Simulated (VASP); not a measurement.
# Al18H4C in VASP: further runs

Runs on Al18H4C. Level: PBE+D3(BJ). Tasks: single point.

All numbers are computed with VASP 6.6.1; they aren't measurements. Logs are shortened: lines on timing, memory, paths and dates and some standing lists are left out, and cuts for length are marked.

## 1. The cell of the first run

The cell holds a slab with vacuum, 23 atoms: a = 5.728 Å, b = 8.591 Å, c = 17.677 Å, α = 90.00°, β = 90.00°, γ = 60.00°.

## 2. Single point, PBE+D3(BJ)

Contents of INCAR:

```
SYSTEM = Al18H4C
PREC     = Accurate       ! precision mode
ENCUT    = 520            ! plane-wave cutoff, eV
EDIFF    = 1E-6           ! SCF threshold, eV
ISMEAR   = 0              ! smearing method
SIGMA    = 0.05           ! smearing width, eV
LREAL    = Auto         
LASPH    = .TRUE.         ! aspherical terms in the spheres
NELM     = 60             ! most SCF steps
ALGO     = Normal         ! electronic algorithm
ISIF     = 2              ! what is computed and relaxed
LWAVE    = .FALSE.        ! write WAVECAR
LCHARG   = .FALSE.        ! write CHGCAR
GGA      = PE             ! functional
IVDW     = 12             ! dispersion correction
NBANDS   = 48             ! bands
```

Contents of KPOINTS:

```
Automatic mesh
0
G
  3 2 1
  0 0 0
```

Contents of POSCAR:

```
Al18H4C
1.0
    5.7275650000      0.0000000000      0.0000000000
    4.2956740000      7.4403250000      0.0000000000
    0.0000000000      0.0000000000     17.6765370000
Al C H
18 1 4
Direct
    0.1666665958      0.1111111410      0.0565722234
    0.6666666831      0.1111111410      0.0565722234
    0.1666667458      0.4444444295      0.0565722234
    0.6666666585      0.4444444295      0.0565722234
    0.1666666204      0.7777778524      0.0565722234
    0.6666667077      0.7777778524      0.0565722234
   -0.1666741985      0.2222767151      0.1881389437
    0.3331312040      0.2223107190      0.1882756221
   -0.1666456657      0.5555777469      0.1879017932
    0.3332268252      0.5556773394      0.1878668316
   -0.1665691782      0.8888150719      0.1880380756
    0.3333669016      0.8887639989      0.1878498600
    0.0004278218     -0.0004333144      0.3195100375
    0.5001063485     -0.0004485019      0.3196363632
   -0.0004011287      0.3336006156      0.3196037210
    0.4997390871      0.3337038369      0.3195849391
    0.0000011733      0.6668837719      0.3194773388
    0.4999920040      0.6667804162      0.3188737138
    0.4953901034      0.6644549801      0.5211410470
    0.2932390960      0.7600630349      0.5001714420
    0.5543683157      0.5295088588      0.5003655411
    0.6390886483      0.7035762551      0.5003801932
    0.4949552256      0.6646674708      0.5831315263
```

Potentials or basis: VASP PAW PBE potentials, release 64 (Al, C, H).

Launch:

```sh
$ cat potpaw_PBE.64/Al/POTCAR potpaw_PBE.64/C/POTCAR potpaw_PBE.64/H/POTCAR > POTCAR
$ mpirun -np 1 vasp_std > vasp.out
```

OUTCAR:

```text
SYSTEM = Al18H4C
   PREC = Accurate
   ENCUT = 520
   EDIFF = 1E-6
   ISMEAR = 0
   LREAL = Auto
   LASPH = .TRUE.
   NELM = 60
   ISIF = 2
   GGA = PE
   IVDW = 12
 IVDW          = 12

 ion  position               nearest neighbor table
   1  0.167  0.111  0.057-  12 2.85   7 2.85   8 2.86   2 2.86   4 2.86   5 2.86   3 2.86   6 2.86
                             2 2.86
   2  0.667  0.111  0.057-  11 2.85   7 2.85   8 2.86   1 2.86   4 2.86   3 2.86   5 2.86   6 2.86
                             1 2.86
   3  0.167  0.444  0.057-  10 2.85   9 2.85   8 2.86   4 2.86   2 2.86   1 2.86   5 2.86   6 2.86
                             4 2.86
   4  0.667  0.444  0.057-  10 2.85   9 2.85   7 2.85   3 2.86   2 2.86   1 2.86   5 2.86   3 2.86
                             6 2.86
   5  0.167  0.778  0.057-  12 2.85  10 2.85  11 2.85   6 2.86   2 2.86   1 2.86   3 2.86   4 2.86
                             6 2.86
   6  0.667  0.778  0.057-  12 2.85   9 2.85  11 2.85   5 2.86   2 2.86   1 2.86   3 2.86   5 2.86
                             4 2.86
   7  0.833  0.222  0.188-  15 2.85  16 2.85  13 2.85   4 2.85   1 2.85   2 2.85   8 2.86   9 2.86
                            10 2.86  11 2.86  12 2.86   8 2.86
   8  0.333  0.222  0.188-  15 2.85  16 2.85  14 2.85   3 2.86   1 2.86   2 2.86   7 2.86   9 2.86
                            10 2.86   7 2.86  12 2.86  11 2.87
   9  0.833  0.556  0.188-  18 2.85   6 2.85   3 2.85   4 2.85  15 2.85  17 2.85   8 2.86  12 2.86
[... 4 lines left out ...]
                            12 2.86  12 2.86   7 2.86   8 2.87
  12  0.333  0.889  0.188-  18 2.84   5 2.85   6 2.85   1 2.85  13 2.85  14 2.86  10 2.86   9 2.86
                            11 2.86  11 2.86   7 2.86   8 2.86
  13  0.000  1.000  0.320-  11 2.85   7 2.85  12 2.85  17 2.86  18 2.86  14 2.86  14 2.87  15 2.87
                            16 2.87
  14  0.500  1.000  0.320-   8 2.85  11 2.85  12 2.86  18 2.86  17 2.86  13 2.86  13 2.87  15 2.87
                            16 2.87
  15  1.000  0.334  0.320-   8 2.85   7 2.85   9 2.85  18 2.86  16 2.86  17 2.86  16 2.87  13 2.87
                            14 2.87
  16  0.500  0.334  0.320-   8 2.85   7 2.85  10 2.85  18 2.86  17 2.86  15 2.86  15 2.87  13 2.87
                            14 2.87
  17  0.000  0.667  0.319-  11 2.85  10 2.85   9 2.85  13 2.86  14 2.86  16 2.86  18 2.86  18 2.86
                            15 2.86
  18  0.500  0.667  0.319-  12 2.84   9 2.85  10 2.85  14 2.86  13 2.86  15 2.86  16 2.86  17 2.86
                            17 2.86
  19  0.495  0.664  0.521-  23 1.10  21 1.10  20 1.10  22 1.10
  20  0.293  0.760  0.500-  19 1.10
  21  0.554  0.530  0.500-  19 1.10
  22  0.639  0.704  0.500-  19 1.10
  23  0.495  0.665  0.583-  19 1.10

  LATTYP: Found a simple monoclinic cell.
 ALAT       =     5.7275650000
 B/A-ratio  =     3.0862219809
 C/A-ratio  =     1.3228756151
 COS(beta)  =    -0.1889822093

  Lattice vectors:

 A1 = (   5.7275650000,   0.0000000000,   0.0000000000)
 A2 = (   0.0000000000,   0.0000000000, -17.6765370000)
 A3 = (  -1.4318910000,   7.4403250000,   0.0000000000)

Analysis of symmetry for initial positions (statically):
=====================================================================
 Subroutine PRICEL returns:
 Original cell was already a primitive cell.

 Routine SETGRP: Setting up the symmetry group for a
 simple monoclinic supercell.

 Subroutine GETGRP returns: Found  1 space group operations
 (whereof  1 operations were pure point group operations)
 out of a pool of  4 trial point group operations.

The static configuration has the point symmetry C_1 .

Analysis of symmetry for dynamics (positions and initial velocities):
=====================================================================
 Subroutine PRICEL returns:
 Original cell was already a primitive cell.

 Routine SETGRP: Setting up the symmetry group for a
 simple monoclinic supercell.

 Subroutine GETGRP returns: Found  1 space group operations
 (whereof  1 operations were pure point group operations)
 out of a pool of  4 trial point group operations.

The dynamic configuration has the point symmetry C_1 .

 Subroutine INISYM returns: Found  1 space group operations
 (whereof  1 operations are pure point group operations),
 and found     1 'primitive' translations

----------------------------------------------------------------------------------------

[... 92 lines left out ...]
|                                                                             |
|     Your reciprocal lattice and k-lattice belong to different lattice       |
|     classes:                                                                |
|                                                                             |
|        The reciprocal lattice is simple monoclinic,                         |
|        whereas your k-lattice is hexagonal.                                 |
|                                                                             |
|     Results are often still useful ...                                      |
|                                                                             |
 -----------------------------------------------------------------------------

 Subroutine IBZKPT returns following result:
 ===========================================

 Found      4 irreducible k-points:

 Following reciprocal coordinates:
            Coordinates               Weight
  0.000000  0.000000  0.000000      1.000000
  0.333333  0.000000  0.000000      2.000000
  0.000000  0.500000  0.000000      1.000000
  0.333333  0.500000  0.000000      2.000000
   k-points           NKPTS =      4   k-points in BZ     NKDIM =      4   number of bands    NBANDS=     48
   number of dos      NEDOS =    301   number of ions     NIONS =     23
   total plane-waves  NPLWV = 430080
   dimension x,y,z NGX =    48 NGY =   64 NGZ =  140
   dimension x,y,z NGXF=    96 NGYF=  128 NGZF=  280
   ions per type =              18   1   4
   NGX,Y,Z   is equivalent  to a cutoff of  13.93, 12.38, 13.17 a.u.
   NGXF,Y,Z  is equivalent  to a cutoff of  27.86, 24.77, 26.33 a.u.
 SYSTEM =  Al18H4C
   PREC   = accura    normal or accurate (medium, high low for compatibility)
   ISTART =      0    job   : 0-new  1-cont  2-samecut
   ICHARG =      2    charge: 1-file 2-atom 10-const
   ISPIN  =      1    spin polarized calculation?
   LNONCOLLINEAR =      F non collinear calculations
   LSORBIT =      F    spin-orbit coupling
   LASPH  =      T    aspherical Exc in radial PAW
   ENCUT  =  520.0 eV  38.22 Ry    6.18 a.u.  10.65 15.97 32.87*2*pi/ulx,y,z
   NELM   =     60;   NELMIN=  2; NELMDL= -5     # of ELM steps
   EDIFF  = 0.1E-05   stopping-criterion for ELM
   LREAL  =      T    real-space projection
   EDIFFG = 0.1E-04   stopping-criterion for IOM
   NSW    =      0    number of steps for IOM
   IBRION =     -1    ionic relax: 0-MD 1-quasi-New 2-CG
   NFREE  =      0    steps in history (QN), initial steepest desc. (CG)
   ISIF   =      2    stress and relaxation
   ISYM   =      2    0-nonsym 1-usesym 2-fastsym
   POTIM  = 0.5000    time-step for ionic-motion
   TEBEG  =    0.0;   TEEND  =   0.0 temperature during run
   PSTRESS=    0.0 pullay stress
   NELECT =      62.0000    total number of electrons
   NUPDOWN=      -1.0000    fix difference up-down
   EMIN   =  10.00;   EMAX   =-10.00  energy-range for DOS
   EFERMI =   0.00;   METHOD = LEGACY
   ISMEAR =     0;   SIGMA  =   0.05  broadening in eV -4-tet -1-fermi 0-gaus
   EFERMI_NEDOS =   21; number of points for ismear=-14 and -15
   IALGO  =     38    algorithm
   IMIX   =      4    mixing-type and parameters
     AMIX     =   0.40;   BMIX     =  1.00
     AMIX_MAG =   1.60;   BMIX_MAG =  1.00
  volume/ion in A,a.u.               =      32.75       221.02
  Fermi-wavevector in a.u.,A,eV,Ry     =   0.712119  1.345709  6.899691  0.507113
  Thomas-Fermi vector in A             =   1.799410
   LORBIT       =      0    0 simple, 1 ext, 2 COOP (PROOUT), +10 PAW based schemes
   GGA     = PE    functional components
   LHFCALC =     F    Hartree Fock is set to
   AEXX    =    0.0000 exact exchange contribution
   IVDW    =    12    specifies the selected vdW correction
   LEPSILON=     F    determine dielectric tensor
   LRPA    =     F    only Hartree local field effects (RPA)
 non-spin polarized calculation
 Gauss-broadening in eV      SIGMA  =   0.05
  energy-cutoff  :      520.00
  volume of cell :      753.28
 maximum number of plane-waves:     20332
 NGX is ok and might be reduce to    42
   NGX = 21   NGY = 31   NGZ = 65

 number of electron      62.0000002 magnetization

 Free energy of the ion-electron system (eV)
  ---------------------------------------------------
  ext. energy  EPLUGINS =         0.00000000
  ---------------------------------------------------
  free energy    TOTEN  =       -87.41334765 eV

  energy without entropy =      -87.39027942  energy(sigma->0) =      -87.40181353

 E-fermi :   0.7356     XC(G=0):  -5.4855

 val. band max:        0.6900718268   @ k =   0.3333   0.5000   0.0000
 cond. band min:       0.8179960390   @ k =   0.0000   0.0000   0.0000
 fundamental gap:      0.1279242122
 Fermi energy:         0.7355935882

 k-point     1 :       0.0000    0.0000    0.0000
  band No.  band energies     occupation
      1     -12.2005      2.00000
      2      -9.5543      2.00000
      3      -7.7535      2.00000
      4      -6.9148      2.00000
      5      -6.9124      2.00000
      6      -5.1948      2.00000
[... 173 lines left out ...]
     42       3.3380      0.00000
     43       3.3413      0.00000
 [bands above 43 left out]

------------------------ aborting loop because EDIFF is reached ----------------------------------------

 Edisp (eV)   -4.28387

 E8    (eV) :    -1.9632

  FORCE on cell =-STRESS in cart. coord.  units (eV):
  Direction    XX          YY          ZZ          XY          YZ          ZX
  --------------------------------------------------------------------------------------
  -------------------------------------------------------------------------------------
  Total     -11.38345   -11.34798    -0.09540     0.00348     0.00056     0.00021
  in kB     -24.21170   -24.13627    -0.20291     0.00740     0.00119     0.00045
  external pressure =      -16.18 kB  Pullay stress =        0.00 kB

 VOLUME and BASIS-vectors are now :
 -----------------------------------------------------------------------------
  energy-cutoff  :      520.00
  volume of cell :      753.28
      direct lattice vectors                 reciprocal lattice vectors
     5.727565000  0.000000000  0.000000000     0.174594265 -0.100802054  0.000000000
     4.295674000  7.440325000  0.000000000     0.000000000  0.134402731  0.000000000
     0.000000000  0.000000000 17.676537000     0.000000000  0.000000000  0.056572167

 POSITION                                       TOTAL-FORCE (eV/Angst)
 -----------------------------------------------------------------------------------
      1.43189      0.82670      1.00000        -0.002731      0.000172      0.005562
      4.29567      0.82670      1.00000         0.003630      0.000003      0.010505
      2.86378      3.30681      1.00000        -0.001094      0.006626      0.001310
      5.72757      3.30681      1.00000        -0.001021      0.000859     -0.002795
      4.29567      5.78692      1.00000        -0.003409     -0.001614     -0.007947
      7.15946      5.78692      1.00000         0.004005     -0.004294     -0.003690
[... 15 lines left out ...]
      6.68276      5.23484      8.84499         0.018568      0.005028     -0.004174
      5.69008      4.94534     10.30775        -0.000708     -0.000080      0.021315
 -----------------------------------------------------------------------------------
    total drift:                               -0.000828      0.009912     -0.005568

  FREE ENERGIE OF THE ION-ELECTRON SYSTEM (eV)
  ---------------------------------------------------
  free  energy   TOTEN  =       -91.6972132862 eV

  energy  without entropy=      -91.6741450527  energy(sigma->0) =      -91.68567917
```

Wall time 3 min (1 thread of Intel Xeon 6975P-C (Granite Rapids), shared host); peak memory 0.82 GiB.

What came out:

```yaml
Free_energy: -91.6972 eV
Largest_force: 0.021 eV/Å
Band_gap_on_the_k_mesh: zero (filled and empty bands touch)
Dispersion_energy_per_atom: -0.186 eV
```

Forces on the atoms (eV/Å):
```
Al  -0.003  0.000  0.006
Al   0.004  0.000  0.011
Al  -0.001  0.007  0.001
Al  -0.001  0.001 -0.003
Al  -0.003 -0.002 -0.008
Al   0.004 -0.004 -0.004
Al  -0.002 -0.001 -0.001
Al  -0.001 -0.001  0.000
Al   0.002 -0.001  0.002
Al   0.002 -0.002  0.002
Al   0.000  0.000  0.000
Al   0.001  0.002  0.000
Al   0.000  0.003 -0.002
Al  -0.001  0.002 -0.001
Al  -0.002 -0.001 -0.002
Al  -0.001 -0.002 -0.003
Al   0.001 -0.001 -0.004
Al   0.003  0.000 -0.004
C   -0.002  0.001  0.000
H   -0.013  0.012 -0.003
H   -0.005 -0.019 -0.004
H    0.019  0.005 -0.004
H   -0.001  0.000  0.021
```

Caveat: the k points lie up to 0.42 Å⁻¹ apart.

(Part 1 of 3 ends here.)
